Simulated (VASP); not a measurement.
**Al: relaxation of cell and atoms with PBE+D4**

Crystal: Al.

```
Al
1.0
     0.00000    2.02481    2.02481
     2.02481    0.00000    2.02481
     2.02481    2.02481    0.00000
Al
1
Direct
  0.00000 0.00000 0.00000
```

```
Program                : VASP 6.6.1
Task                   : relaxation of cell and atoms
Functional             : PBE
Dispersion             : D4
Potentials or basis    : VASP PAW PBE potentials, release 64 (Al)
Cutoff                 : 600 eV
k mesh                 : 14 × 14 × 14
Occupations            : gaussian, width 0.1 eV
Spin                   : no spin polarisation
Target pressure        : 5 GPa
Dipole correction      : no
Further INCAR settings : ALGO = Normal; EDIFF = 1e-06; IBRION = 2; EDIFFG = -0.03; NSW = 80; ISIF = 3
```

```json
{"Relaxed volume": "14.98 Å³/atom", "Relaxed cell": "a = 2.767 Å, b = 2.767 Å, c = 2.767 Å, α = 60.00°, β = 60.00°, γ = 60.00°", "Space group after relaxing (to 0.05 Å)": "Fm-3m (No. 225)", "Energy change on relaxing (the enthalpy is what falls)": "+1.2 meV/atom", "Ionic steps": "3", "Pressure after relaxing": "5.0 GPa", "Dispersion energy per atom": "-0.377 eV"}
```

Step by step:
| step | energy change (eV) | largest force (eV/Å) | pressure (GPa) | volume (Å³) |
| --- | --- | --- | --- | --- |
| 1 | 0.0000 | 0.0000 | -3.93 | 16.60 |
| 2 | 0.0233 | 0.0000 | 9.05 | 14.48 |
| 3 | 0.0012 | 0.0000 | 5.00 | 14.98 |

Final structure:
```
Al
1.0
     0.00000    1.95678    1.95678
     1.95678    0.00000    1.95678
     1.95678    1.95678    0.00000
Al
1
Cartesian
  0.0000 0.0000 0.0000
```

Levels at points of the mesh, in eV from the Fermi level:
| k point | band 1 | band 2 | band 3 | band 4 | band 5 |
| --- | --- | --- | --- | --- | --- |
| (0.00, 0.00, 0.00) | -11.79 | 13.19 | 13.19 | 13.19 | 15.44 |
| (0.50, 0.00, 0.00) | -4.96 | -4.49 | 11.94 | 11.94 | 12.50 |
| (0.50, 0.50, 0.00) | -3.13 | -1.61 | 5.30 | 6.09 | 6.09 |

Wall time 9.1 s on 1 thread of AMD EPYC 9R45 (Zen 5), with other jobs on the host, peak memory 0.11 GiB.

Caveat: the cell is relaxed towards a set pressure, so the enthalpy falls and the energy may rise; pairwise dispersion overbinds metals, which lowers pressure and volume.
